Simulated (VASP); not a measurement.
# Zr (Fd-3m) in VASP: a series of runs

The runs below take Zr through single point, relaxation of cell and atoms, with r2SCAN.

Everything below comes from runs of VASP 6.6.1. Logs are shortened: lines on timing, memory, paths and dates and some standing lists are left out, and cuts for length are marked.

## Step 1: The cell of the first run

Symmetry: Fd-3m, No. 227, cubic system. Conventional cell: a = 5.989 Å, b = 5.989 Å, c = 5.989 Å, α = 90.00°, β = 90.00°, γ = 90.00°. Zr (site symmetry -43m) has 4 Zr at 2.59 Å within 3.4 Å.

## Step 2: Single point, r2SCAN

Input file POSCAR:

```
Zr
1.0
    0.0000000000      2.9943327135      2.9943327135
    2.9943327135      0.0000000000      2.9943327135
    2.9943327135      2.9943327135      0.0000000000
Zr
2
Direct
    0.5000000000      0.5000000000      0.5000000000
    0.7500000000      0.7500000000      0.7500000000
```

Input file INCAR.step1:

```
SYSTEM = Zr
PREC     = Accurate       ! precision mode
ENCUT    = 520            ! plane-wave cutoff, eV
ISMEAR   = 0              ! smearing method
SIGMA    = 0.1            ! smearing width, eV
LREAL    = .False.        ! projectors in reciprocal space
LASPH    = .True.         ! aspherical terms in the spheres
NELM     = 60             ! most SCF steps
NBANDS   = 19             ! bands
GGA      = PE             ! functional
ALGO     = Normal         ! electronic algorithm
EDIFF    = 1E-4           ! SCF threshold, eV
LWAVE    = .True.         ! write WAVECAR
LCHARG   = .False.        ! write CHGCAR
```

Input file INCAR.step2:

```
SYSTEM = Zr
PREC     = Accurate       ! precision mode
ENCUT    = 520            ! plane-wave cutoff, eV
EDIFF    = 1E-6           ! SCF threshold, eV
ISMEAR   = 0              ! smearing method
SIGMA    = 0.1            ! smearing width, eV
LREAL    = .False.        ! projectors in reciprocal space
LASPH    = .True.         ! aspherical terms in the spheres
NELM     = 60             ! most SCF steps
ALGO     = Normal         ! electronic algorithm
ISIF     = 2              ! what is computed and relaxed
LWAVE    = .False.        ! write WAVECAR
LCHARG   = .False.        ! write CHGCAR
METAGGA  = R2SCAN         ! meta-GGA
LMIXTAU  = .True.       
NBANDS   = 19             ! bands
ISTART   = 1
```

Input file KPOINTS:

```
regular mesh
0
Gamma
  6 6 6
  0 0 0
```

Potentials or basis: VASP PAW PBE potentials, release 64 (Zr_sv).

The run is started by

```bash
> cat potpaw_PBE.64/Zr_sv/POTCAR > POTCAR
> cp INCAR.step1 INCAR
> mpirun -np 1 vasp_std > vasp.out
> cp INCAR.step2 INCAR
> mpirun -np 1 vasp_std > vasp.out
```

OUTCAR:

```text
SYSTEM = Zr
   PREC = Accurate
   ENCUT = 520
   EDIFF = 1E-6
   ISMEAR = 0
   LREAL = .False.
   LASPH = .True.
   NELM = 60
   ISIF = 2
   METAGGA = R2SCAN
   ISTART = 1

 ion  position               nearest neighbor table
   1  0.500  0.500  0.500-   2 2.59   2 2.59   2 2.59   2 2.59
   2  0.750  0.750  0.750-   1 2.59   1 2.59   1 2.59   1 2.59

  LATTYP: Found a face centered cubic cell.
 ALAT       =     5.9886654270

  Lattice vectors:

 A1 = (   0.0000000000,   2.9943327135,   2.9943327135)
 A2 = (   2.9943327135,   0.0000000000,   2.9943327135)
 A3 = (   2.9943327135,   2.9943327135,   0.0000000000)

Analysis of symmetry for initial positions (statically):
=====================================================================
 Subroutine PRICEL returns:
 Original cell was already a primitive cell.

 Routine SETGRP: Setting up the symmetry group for a
 face centered cubic supercell.

 Subroutine GETGRP returns: Found 48 space group operations
 (whereof 24 operations were pure point group operations)
 out of a pool of 48 trial point group operations.

The static configuration has the point symmetry T_d .
 The point group associated with its full space group is O_h .

Analysis of symmetry for dynamics (positions and initial velocities):
=====================================================================
 Subroutine PRICEL returns:
 Original cell was already a primitive cell.

 Routine SETGRP: Setting up the symmetry group for a
 face centered cubic supercell.

 Subroutine GETGRP returns: Found 48 space group operations
 (whereof 24 operations were pure point group operations)
 out of a pool of 48 trial point group operations.

The dynamic configuration has the point symmetry T_d .
 The point group associated with its full space group is O_h .

 Subroutine INISYM returns: Found 48 space group operations
 (whereof 24 operations are pure point group operations),
 and found     1 'primitive' translations

----------------------------------------------------------------------------------------

                                     Primitive cell

  volume of cell :      53.6945

  direct lattice vectors                    reciprocal lattice vectors
     0.000000000  2.994332713  2.994332713    -0.166982112  0.166982112  0.166982112
     2.994332713  0.000000000  2.994332713     0.166982112 -0.166982112  0.166982112
     2.994332713  2.994332713  0.000000000     0.166982112  0.166982112 -0.166982112

  length of vectors
     4.234625934  4.234625934  4.234625934     0.289221502  0.289221502  0.289221502

  position of ions in fractional coordinates (direct lattice)
     0.500000000  0.500000000  0.500000000
     0.750000000  0.750000000  0.750000000

  ion indices of the primitive-cell ions
   primitive index   ion index
                 1           1
                 2           2

----------------------------------------------------------------------------------------

 KPOINTS: regular mesh

Automatic generation of k-mesh.
 Grid dimensions read from file:
 generate k-points for:    6    6    6

 Generating k-lattice:

  Cartesian coordinates                     Fractional coordinates (reciprocal lattice)
    -0.027830352  0.027830352  0.027830352     0.166666667  0.000000000  0.000000000
     0.027830352 -0.027830352  0.027830352     0.000000000  0.166666667  0.000000000
     0.027830352  0.027830352 -0.027830352     0.000000000  0.000000000  0.166666667

  Length of vectors
     0.048203584  0.048203584  0.048203584

  Shift w.r.t. Gamma in fractional coordinates (k-lattice)
     0.000000000  0.000000000  0.000000000

 Subroutine IBZKPT returns following result:
 ===========================================

 Found     16 irreducible k-points:

 Following reciprocal coordinates:
            Coordinates               Weight
  0.000000  0.000000  0.000000      1.000000
  0.166667  0.000000  0.000000      8.000000
  0.333333  0.000000  0.000000      8.000000
  0.500000  0.000000  0.000000      4.000000
  0.166667  0.166667  0.000000      6.000000
  0.333333  0.166667  0.000000     24.000000
[... 8 lines left out ...]
 -0.333333  0.333333  0.166667     24.000000
 -0.333333  0.500000  0.166667     12.000000
   k-points           NKPTS =     16   k-points in BZ     NKDIM =     16   number of bands    NBANDS=     19
   number of dos      NEDOS =    301   number of ions     NIONS =      2
   total plane-waves  NPLWV =  32768
   dimension x,y,z NGX =    32 NGY =   32 NGZ =   32
   dimension x,y,z NGXF=    64 NGYF=   64 NGZF=   64
   ions per type =               2
   NGX,Y,Z   is equivalent  to a cutoff of  12.56, 12.56, 12.56 a.u.
   NGXF,Y,Z  is equivalent  to a cutoff of  25.13, 25.13, 25.13 a.u.
 SYSTEM =  Zr
   PREC   = accura    normal or accurate (medium, high low for compatibility)
   ISTART =      1    job   : 0-new  1-cont  2-samecut
   ICHARG =      0    charge: 1-file 2-atom 10-const
   ISPIN  =      1    spin polarized calculation?
   LNONCOLLINEAR =      F non collinear calculations
   LSORBIT =      F    spin-orbit coupling
   LASPH  =      T    aspherical Exc in radial PAW
   ENCUT  =  520.0 eV  38.22 Ry    6.18 a.u.   7.87  7.87  7.87*2*pi/ulx,y,z
   NELM   =     60;   NELMIN=  2; NELMDL=  0     # of ELM steps
   EDIFF  = 0.1E-05   stopping-criterion for ELM
   LREAL  =      F    real-space projection
   EDIFFG = 0.1E-04   stopping-criterion for IOM
   NSW    =      0    number of steps for IOM
   IBRION =     -1    ionic relax: 0-MD 1-quasi-New 2-CG
   NFREE  =      0    steps in history (QN), initial steepest desc. (CG)
   ISIF   =      2    stress and relaxation
   ISYM   =      2    0-nonsym 1-usesym 2-fastsym
   POTIM  = 0.5000    time-step for ionic-motion
   TEBEG  =    0.0;   TEEND  =   0.0 temperature during run
   PSTRESS=    0.0 pullay stress
   NELECT =      24.0000    total number of electrons
   NUPDOWN=      -1.0000    fix difference up-down
   EMIN   =  10.00;   EMAX   =-10.00  energy-range for DOS
   EFERMI =   0.00;   METHOD = LEGACY
   ISMEAR =     0;   SIGMA  =   0.10  broadening in eV -4-tet -1-fermi 0-gaus
   EFERMI_NEDOS =   21; number of points for ismear=-14 and -15
   IALGO  =     38    algorithm
   IMIX   =      4    mixing-type and parameters
     AMIX     =   0.40;   BMIX     =  1.00
     AMIX_MAG =   1.60;   BMIX_MAG =  1.00
  volume/ion in A,a.u.               =      26.85       181.17
  Fermi-wavevector in a.u.,A,eV,Ry     =   1.251705  2.365379 21.317125  1.566764
  Thomas-Fermi vector in A             =   2.385640
   LORBIT       =      0    0 simple, 1 ext, 2 COOP (PROOUT), +10 PAW based schemes
   METAGGA = R2SCAN    functional components
   LHFCALC =     F    Hartree Fock is set to
   AEXX    =    0.0000 exact exchange contribution
   IVDW    =     0    specifies the selected vdW correction
   LEPSILON=     F    determine dielectric tensor
   LRPA    =     F    only Hartree local field effects (RPA)
 non-spin polarized calculation
 Gauss-broadening in eV      SIGMA  =   0.10
  energy-cutoff  :      520.00
  volume of cell :       53.69
 maximum number of plane-waves:      1464
   NGX = 15   NGY = 15   NGZ = 15

 number of electron      24.0000000 magnetization

 Free energy of the ion-electron system (eV)
  ---------------------------------------------------
  ext. energy  EPLUGINS =         0.00000000
  ---------------------------------------------------
  free energy    TOTEN  =       -40.23889647 eV

  energy without entropy =      -40.20449883  energy(sigma->0) =      -40.22169765

 E-fermi :   6.9810     XC(G=0): -10.8781

 val. band max:        6.9717273423   @ k =   0.1667   0.0000   0.0000
 cond. band min:       6.9883457137   @ k =  -0.3333   0.5000   0.1667
 fundamental gap:      0.0166183714
 Fermi energy:         6.9809629081

 k-point     1 :       0.0000    0.0000    0.0000
  band No.  band energies     occupation
      1     -43.7669      2.00000
      2     -42.8145      2.00000
      3     -21.5282      2.00000
      4     -21.5282      2.00000
      5     -21.5282      2.00000
      6     -20.1207      2.00000
[... 11 lines left out ...]
     18      13.4112      0.00000
     19      13.4112      0.00000

 k-point     2 :       0.1667    0.0000    0.0000
  band No.  band energies     occupation
      1     -43.7222      2.00000
      2     -42.8641      2.00000
      3     -21.5775      2.00000
      4     -21.5775      2.00000
      5     -21.5335      2.00000
      6     -20.1126      2.00000
[... 11 lines left out ...]
     18      13.2912      0.00000
     19      13.2912      0.00000

 k-point     3 :       0.3333    0.0000    0.0000
  band No.  band energies     occupation
      1     -43.6125      2.00000
      2     -42.9835      2.00000
      3     -21.6665      2.00000
      4     -21.6665      2.00000
      5     -21.5505      2.00000
      6     -20.0881      2.00000
[... 11 lines left out ...]
     18      12.8617      0.00000
     19      12.8617      0.00000

 k-point     4 :       0.5000    0.0000    0.0000
  band No.  band energies     occupation
      1     -43.5379      2.00000
      2     -43.0629      2.00000
      3     -21.7071      2.00000
      4     -21.7071      2.00000
      5     -21.5619      2.00000
      6     -20.0719      2.00000
[... 11 lines left out ...]
     18      12.3521      0.00000
     19      12.3521      0.00000

 k-point     5 :       0.1667    0.1667    0.0000
  band No.  band energies     occupation
      1     -43.7061      2.00000
      2     -42.8818      2.00000
      3     -21.6353      2.00000
      4     -21.6353      2.00000
      5     -21.4327      2.00000
      6     -20.2219      2.00000
[... 11 lines left out ...]
     18      12.5961      0.00000
     19      13.6727      0.00000
[... 158 lines left out ...]
      2     -43.3036      2.00000
      3     -21.8891      2.00000
      4     -21.8891      2.00000
      5     -20.8339      2.00000
      6     -20.8339      2.00000
[... 11 lines left out ...]
     18      12.2720      0.00000
     19      12.6804      0.00000

 k-point    14 :       0.5000    0.3333    0.1667
  band No.  band energies     occupation
      1     -43.5070      2.00000
      2     -43.0954      2.00000
      3     -21.8684      2.00000
      4     -21.7813      2.00000
      5     -21.2013      2.00000
      6     -20.4356      2.00000
[... 11 lines left out ...]
     18      10.8661      0.00000
     19      13.3976      0.00000

 k-point    15 :      -0.3333    0.3333    0.1667
  band No.  band energies     occupation
      1     -43.4216      2.00000
      2     -43.1841      2.00000
      3     -21.9151      2.00000
      4     -21.8220      2.00000
      5     -21.0966      2.00000
      6     -20.5292      2.00000
[... 11 lines left out ...]
     18      11.9217      0.00000
     19      12.8159      0.00000

 k-point    16 :      -0.3333    0.5000    0.1667
  band No.  band energies     occupation
      1     -43.3036      2.00000
      2     -43.3036      2.00000
      3     -21.8972      2.00000
      4     -21.8972      2.00000
      5     -20.8184      2.00000
      6     -20.8184      2.00000
[... 11 lines left out ...]
     18      12.2628      0.00000
     19      12.6634      0.00000

------------------------ aborting loop because EDIFF is reached ----------------------------------------

  FORCE on cell =-STRESS in cart. coord.  units (eV):
  Direction    XX          YY          ZZ          XY          YZ          ZX
  --------------------------------------------------------------------------------------
  -------------------------------------------------------------------------------------
  Total        1.7870387      1.7870387      1.7870387     -0.0000000      0.0000000      0.0000000
  in kB       53.3229756     53.3229756     53.3229756     -0.0000000      0.0000000      0.0000000
  external PRESSURE =      53.3229756 kB  Pullay stress =       0.0000000 kB

 VOLUME and BASIS-vectors are now :
 -----------------------------------------------------------------------------
  energy-cutoff  :      520.00
  volume of cell :       53.69
      direct lattice vectors                 reciprocal lattice vectors
     0.000000000  2.994332713  2.994332713    -0.166982112  0.166982112  0.166982112
     2.994332713  0.000000000  2.994332713     0.166982112 -0.166982112  0.166982112
     2.994332713  2.994332713  0.000000000     0.166982112  0.166982112 -0.166982112

 POSITION                                       TOTAL-FORCE (eV/Angst)
 -----------------------------------------------------------------------------------
      2.99433      2.99433      2.99433         0.000000     -0.000000      0.000000
      4.49150      4.49150      4.49150        -0.000000      0.000000     -0.000000
 -----------------------------------------------------------------------------------
    total drift:                               -0.000000     -0.000000      0.000000

  FREE ENERGIE OF THE ION-ELECTRON SYSTEM (eV)
  ---------------------------------------------------
  free  energy   TOTEN  =       -40.2388964681 eV

  energy  without entropy=      -40.2044988257  energy(sigma->0) =      -40.22169765
```

Run time: 48 s. Hardware: 1 thread of Intel Xeon Platinum 8259CL at 2.50GHz (Skylake/Cascade Lake), shared host; peak memory 0.18 GiB.

Results:

- Free energy: -40.2389 eV
- Pressure: 5.3 GPa
- Band gap on the k mesh: zero (band 12 reaches 7.07 eV, above the bottom of band 13 at 6.72 eV)

Caveat: the PAW data sets were made with another functional, which shifts forces and pressure a little.

[end of part 1 of 2]
